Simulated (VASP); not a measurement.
# V (Fm-3m) in VASP: a series of runs

V is run at these levels: LDA; tasks: single point.

All numbers are computed with VASP 6.6.1; they aren't measurements. Logs are shortened: lines on timing, memory, paths and dates and some standing lists are left out, and cuts for length are marked.

## Step 1: The cell of the first run

It takes space group Fm-3m (No. 225, cubic). The conventional cell has a = 3.731 Å, b = 3.731 Å, c = 3.731 Å, α = 90.00°, β = 90.00°, γ = 90.00°. Within 3.5 Å of V (site symmetry m-3m) lie 12 V at 2.64 Å.

This isn't the form of V at room conditions, which is bcc.

## Step 2: Single point, LDA

File INCAR:

```
ALGO = Normal
EDIFF = 1E-6
ENCUT = 520
ISIF = 2
ISMEAR = -1
LASPH = True
LCHARG = False
LREAL = False
LWAVE = False
NBANDS = 12
NELM = 100
PREC = Accurate
SIGMA = 0.1
```

File KPOINTS:

```
k-points
0
Gamma
  14 14 14
```

File POSCAR:

```
V
1.0
    0.0000000000      1.8655300537      1.8655300537
    1.8655300537      0.0000000000      1.8655300537
    1.8655300537      1.8655300537      0.0000000000
V
1
Direct
    0.0000000000      0.0000000000      0.0000000000
```

Potentials or basis: VASP PAW LDA potentials, release 64 (V_sv).

On the command line:

```
$ cat potpaw_LDA.64/V_sv/POTCAR > POTCAR
$ mpirun -np 1 vasp_std > vasp.out
```

OUTCAR:

```text
EDIFF = 1E-6
   ENCUT = 520
   ISIF = 2
   ISMEAR = -1
   LASPH = True
   LREAL = False
   NELM = 100
   PREC = Accurate

 ion  position               nearest neighbor table
   1  0.000  0.000  0.000-

  LATTYP: Found a face centered cubic cell.
 ALAT       =     3.7310601074

  Lattice vectors:

 A1 = (   0.0000000000,   1.8655300537,   1.8655300537)
 A2 = (   1.8655300537,   0.0000000000,   1.8655300537)
 A3 = (   1.8655300537,   1.8655300537,   0.0000000000)

Analysis of symmetry for initial positions (statically):
=====================================================================
 Subroutine PRICEL returns:
 Original cell was already a primitive cell.

 Routine SETGRP: Setting up the symmetry group for a
 face centered cubic supercell.

 Subroutine GETGRP returns: Found 48 space group operations
 (whereof 48 operations were pure point group operations)
 out of a pool of 48 trial point group operations.

The static configuration has the point symmetry O_h .

Analysis of symmetry for dynamics (positions and initial velocities):
=====================================================================
 Subroutine PRICEL returns:
 Original cell was already a primitive cell.

 Routine SETGRP: Setting up the symmetry group for a
 face centered cubic supercell.

 Subroutine GETGRP returns: Found 48 space group operations
 (whereof 48 operations were pure point group operations)
 out of a pool of 48 trial point group operations.

The dynamic configuration has the point symmetry O_h .

 Subroutine INISYM returns: Found 48 space group operations
 (whereof 48 operations are pure point group operations),
 and found     1 'primitive' translations

----------------------------------------------------------------------------------------

                                     Primitive cell

  volume of cell :      12.9848

  direct lattice vectors                    reciprocal lattice vectors
     0.000000000  1.865530054  1.865530054    -0.268020340  0.268020340  0.268020340
     1.865530054  0.000000000  1.865530054     0.268020340 -0.268020340  0.268020340
     1.865530054  1.865530054  0.000000000     0.268020340  0.268020340 -0.268020340

  length of vectors
     2.638257903  2.638257903  2.638257903     0.464224847  0.464224847  0.464224847

  position of ions in fractional coordinates (direct lattice)
     0.000000000  0.000000000  0.000000000

  ion indices of the primitive-cell ions
   primitive index   ion index
                 1           1

----------------------------------------------------------------------------------------

 KPOINTS: k-points

Automatic generation of k-mesh.
 Grid dimensions read from file:
 generate k-points for:   14   14   14

 Generating k-lattice:

  Cartesian coordinates                     Fractional coordinates (reciprocal lattice)
    -0.019144310  0.019144310  0.019144310     0.071428571  0.000000000  0.000000000
     0.019144310 -0.019144310  0.019144310     0.000000000  0.071428571  0.000000000
     0.019144310  0.019144310 -0.019144310     0.000000000  0.000000000  0.071428571

  Length of vectors
     0.033158918  0.033158918  0.033158918

  Shift w.r.t. Gamma in fractional coordinates (k-lattice)
     0.000000000  0.000000000  0.000000000

 Subroutine IBZKPT returns following result:
 ===========================================

 Found    104 irreducible k-points:

 Following reciprocal coordinates:
            Coordinates               Weight
  0.000000  0.000000  0.000000      1.000000
  0.071429  0.000000  0.000000      8.000000
  0.142857  0.000000  0.000000      8.000000
  0.214286  0.000000  0.000000      8.000000
  0.285714  0.000000  0.000000      8.000000
  0.357143  0.000000  0.000000      8.000000
[... 16 lines left out ...]
  0.214286  0.142857  0.000000     24.000000
  0.285714  0.142857  0.000000     24.000000
 [... further k-points ...]
   k-points           NKPTS =    104   k-points in BZ     NKDIM =    104   number of bands    NBANDS=     12
   number of dos      NEDOS =    301   number of ions     NIONS =      1
   total plane-waves  NPLWV =   8000
   dimension x,y,z NGX =    20 NGY =   20 NGZ =   20
   dimension x,y,z NGXF=    40 NGYF=   40 NGZF=   40
   ions per type =               1
   NGX,Y,Z   is equivalent  to a cutoff of  12.60, 12.60, 12.60 a.u.
   NGXF,Y,Z  is equivalent  to a cutoff of  25.21, 25.21, 25.21 a.u.
 SYSTEM =  unknown system
   PREC   = accura    normal or accurate (medium, high low for compatibility)
   ISTART =      0    job   : 0-new  1-cont  2-samecut
   ICHARG =      2    charge: 1-file 2-atom 10-const
   ISPIN  =      1    spin polarized calculation?
   LNONCOLLINEAR =      F non collinear calculations
   LSORBIT =      F    spin-orbit coupling
   LASPH  =      T    aspherical Exc in radial PAW
   ENCUT  =  520.0 eV  38.22 Ry    6.18 a.u.   4.91  4.91  4.91*2*pi/ulx,y,z
   NELM   =    100;   NELMIN=  2; NELMDL= -5     # of ELM steps
   EDIFF  = 0.1E-05   stopping-criterion for ELM
   LREAL  =      F    real-space projection
   EDIFFG = 0.1E-04   stopping-criterion for IOM
   NSW    =      0    number of steps for IOM
   IBRION =     -1    ionic relax: 0-MD 1-quasi-New 2-CG
   NFREE  =      0    steps in history (QN), initial steepest desc. (CG)
   ISIF   =      2    stress and relaxation
   ISYM   =      2    0-nonsym 1-usesym 2-fastsym
   POTIM  = 0.5000    time-step for ionic-motion
   TEBEG  =    0.0;   TEEND  =   0.0 temperature during run
   PSTRESS=    0.0 pullay stress
   NELECT =      13.0000    total number of electrons
   NUPDOWN=      -1.0000    fix difference up-down
   EMIN   =  10.00;   EMAX   =-10.00  energy-range for DOS
   EFERMI =   0.00;   METHOD = LEGACY
   ISMEAR =    -1;   SIGMA  =   0.10  broadening in eV -4-tet -1-fermi 0-gaus
   EFERMI_NEDOS =   21; number of points for ismear=-14 and -15
   IALGO  =     38    algorithm
   IMIX   =      4    mixing-type and parameters
     AMIX     =   0.40;   BMIX     =  1.00
     AMIX_MAG =   1.60;   BMIX_MAG =  1.00
  volume/ion in A,a.u.               =      12.98        87.63
  Fermi-wavevector in a.u.,A,eV,Ry     =   1.637735  3.094871 36.493231  2.682177
  Thomas-Fermi vector in A             =   2.728825
   LORBIT       =      0    0 simple, 1 ext, 2 COOP (PROOUT), +10 PAW based schemes
   GGA     = CA    functional components
   LHFCALC =     F    Hartree Fock is set to
   AEXX    =    0.0000 exact exchange contribution
   IVDW    =     0    specifies the selected vdW correction
   LEPSILON=     F    determine dielectric tensor
   LRPA    =     F    only Hartree local field effects (RPA)
 non-spin polarized calculation
  energy-cutoff  :      520.00
  volume of cell :       12.98
 maximum number of plane-waves:       359
   NGX =  9   NGY =  9   NGZ =  9

 number of electron      13.0000004 magnetization

 Free energy of the ion-electron system (eV)
  ---------------------------------------------------
  ext. energy  EPLUGINS =         0.00000000
  ---------------------------------------------------
  free energy    TOTEN  =        -9.69108446 eV

  energy without entropy =       -9.63489016  energy(sigma->0) =       -9.66298731

 E-fermi :  10.2859     XC(G=0): -13.4305

 val. band max:       10.2709058509   @ k =   0.5000   0.0000   0.0000
 cond. band min:      10.2924964055   @ k =   0.4286   0.2857   0.0714
 fundamental gap:      0.0215905545
 Fermi energy:        10.2858724263

 k-point     1 :       0.0000    0.0000    0.0000
  band No.  band energies     occupation
      1     -52.9617      2.00000
      2     -26.6098      2.00000
      3     -26.6098      2.00000
      4     -26.6098      2.00000
      5       3.3649      2.00000
      6      10.4328      0.37423
      7      10.4328      0.37423
      8      10.4328      0.37423
      9      12.3083      0.00000
     10      12.3083      0.00000
     11      28.3924      0.00000
     12      33.8433      0.00000

 k-point     2 :       0.0714    0.0000    0.0000
  band No.  band energies     occupation
      1     -52.9507      2.00000
      2     -26.6635      2.00000
      3     -26.6164      2.00000
      4     -26.6164      2.00000
      5       3.5668      2.00000
      6      10.3225      0.81908
      7      10.5046      0.20180
      8      10.5046      0.20180
      9      12.2648      0.00000
     10      12.2648      0.00000
     11      28.5440      0.00000
     12      32.4025      0.00000

 k-point     3 :       0.1429    0.0000    0.0000
  band No.  band energies     occupation
      1     -52.9199      2.00000
      2     -26.8125      2.00000
      3     -26.6347      2.00000
      4     -26.6347      2.00000
      5       4.1427      2.00000
      6      10.0479      1.83054
      7      10.6679      0.04291
      8      10.6679      0.04291
      9      12.1954      0.00000
     10      12.1954      0.00000
     11      28.5960      0.00000
     12      30.2578      0.00000

 k-point     4 :       0.2143    0.0000    0.0000
  band No.  band energies     occupation
      1     -52.8751      2.00000
      2     -27.0245      2.00000
      3     -26.6611      2.00000
      4     -26.6611      2.00000
      5       4.9907      2.00000
      6       9.7623      1.98941
      7      10.7577      0.01770
      8      10.7577      0.01769
      9      12.2805      0.00000
     10      12.2805      0.00000
     11      26.9633      0.00000
     12      29.5115      0.00000

 k-point     5 :       0.2857    0.0000    0.0000
  band No.  band energies     occupation
      1     -52.8249      2.00000
      2     -27.2556      2.00000
      3     -26.6902      2.00000
      4     -26.6902      2.00000
      5       5.8896      2.00000
      6       9.7062      1.99395
      7      10.6580      0.04725
      8      10.6580      0.04725
      9      12.6326      0.00000
     10      12.6326      0.00000
     11      24.6700      0.00000
     12      28.9749      0.00000

 k-point     6 :       0.3571    0.0000    0.0000
  band No.  band energies     occupation
      1     -52.7793      2.00000
      2     -27.4601      2.00000
      3     -26.7163      2.00000
      4     -26.7163      2.00000
      5       6.5006      2.00000
      6      10.1486      1.59576
      7      10.4741      0.26417
      8      10.4741      0.26417
      9      13.1025      0.00000
     10      13.1025      0.00000
     11      22.5013      0.00000
     12      28.2605      0.00000

 k-point     7 :       0.4286    0.0000    0.0000
  band No.  band energies     occupation
      1     -52.7475      2.00000
      2     -27.5998      2.00000
      3     -26.7342      2.00000
      4     -26.7342      2.00000
      5       6.7205      2.00000
      6      10.3258      0.80278
      7      10.3258      0.80278
      8      10.9468      0.00269
      9      13.4859      0.00000
     10      13.4859      0.00000
     11      20.7882      0.00000
     12      27.7103      0.00000

 k-point     8 :       0.5000    0.0000    0.0000
  band No.  band energies     occupation
      1     -52.7362      2.00000
      2     -27.6493      2.00000
      3     -26.7406      2.00000
      4     -26.7406      2.00000
      5       6.7583      2.00000
      6      10.2709      1.07469
      7      10.2709      1.07469
      8      11.3752      0.00004
      9      13.6330      0.00000
     10      13.6330      0.00000
     11      20.0858      0.00000
     12      27.5105      0.00000
[... 166 lines left out ...]
 k-point    20 :      -0.1429    0.0714    0.0000
  band No.  band energies     occupation
      1     -52.8977      2.00000
      2     -26.8968      2.00000
      3     -26.6838      2.00000
      4     -26.6335      2.00000
      5       4.5662      2.00000
      6       9.8377      1.97763
      7      10.7475      0.01959
      8      10.8091      0.01063
      9      11.9086      0.00000
     10      12.4567      0.00000
     11      28.3809      0.00000
     12      29.5519      0.00000

 k-point    21 :      -0.0714    0.0714    0.0000
  band No.  band energies     occupation
      1     -52.9331      2.00000
      2     -26.7373      2.00000
      3     -26.6468      2.00000
      4     -26.6184      2.00000
      5       3.8937      2.00000
      6      10.1362      1.63422
      7      10.6106      0.07483
      8      10.6337      0.05989
      9      12.0793      0.00000
     10      12.3371      0.00000
     11      28.7240      0.00000
     12      31.1561      0.00000

 k-point    22 :       0.1429    0.1429    0.0000
  band No.  band energies     occupation
      1     -52.9060      2.00000
      2     -26.8067      2.00000
      3     -26.6788      2.00000
      4     -26.6788      2.00000
      5       4.3915      2.00000
      6       9.7411      1.99143
      7      10.9141      0.00373
      8      10.9141      0.00373
      9      11.6431      0.00000
     10      12.5327      0.00000
     11      29.1736      0.00000
     12      30.9451      0.00000

 k-point    23 :       0.2143    0.1429    0.0000
  band No.  band energies     occupation
      1     -52.8726      2.00000
      2     -26.9437      2.00000
      3     -26.7128      2.00000
      4     -26.7046      2.00000
      5       5.0178      2.00000
      6       9.4270      1.99963
      7      10.9704      0.00213
      8      11.1348      0.00041
      9      11.6019      0.00000
     10      12.6606      0.00000
     11      28.7973      0.00000
     12      29.7371      0.00000

 k-point    24 :       0.2857    0.1429    0.0000
  band No.  band energies     occupation
      1     -52.8289      2.00000
      2     -27.1319      2.00000
      3     -26.7461      2.00000
      4     -26.7359      2.00000
      5       5.8473      2.00000
      6       9.1744      1.99997
      7      10.6136      0.07275
      8      11.2088      0.00020
      9      12.1617      0.00000
     10      12.9221      0.00000
     11      26.5674      0.00000
     12      29.3518      0.00000

 [... further k-points ...]
[... 5 lines left out ...]
  --------------------------------------------------------------------------------------
  -------------------------------------------------------------------------------------
  Total        0.0312523      0.0312523      0.0312523      0.0000000      0.0000000     -0.0000000
  in kB        3.8561719      3.8561719      3.8561719      0.0000000      0.0000000     -0.0000000
  external PRESSURE =       3.8561719 kB  Pullay stress =       0.0000000 kB

 VOLUME and BASIS-vectors are now :
 -----------------------------------------------------------------------------
  energy-cutoff  :      520.00
  volume of cell :       12.98
      direct lattice vectors                 reciprocal lattice vectors
     0.000000000  1.865530054  1.865530054    -0.268020340  0.268020340  0.268020340
     1.865530054  0.000000000  1.865530054     0.268020340 -0.268020340  0.268020340
     1.865530054  1.865530054  0.000000000     0.268020340  0.268020340 -0.268020340

 POSITION                                       TOTAL-FORCE (eV/Angst)
 -----------------------------------------------------------------------------------
      0.00000      0.00000      0.00000         0.000000      0.000000      0.000000
 -----------------------------------------------------------------------------------
    total drift:                                0.000000      0.000000      0.000000

  FREE ENERGIE OF THE ION-ELECTRON SYSTEM (eV)
  ---------------------------------------------------
  free  energy   TOTEN  =        -9.6910844646 eV

  energy  without entropy=       -9.6348901626  energy(sigma->0) =       -9.66298731
```

Run time: 17 s. Hardware: 1 thread of Intel Xeon 8259CL, shared host; peak memory 0.13 GiB.

What came out:

```
Free energy            : -9.6911 eV
Pressure               : 0.4 GPa
Band gap on the k mesh : zero (an odd number of electrons rules out a gap without spin polarisation)
```

(Continued in part 2 of 2.)
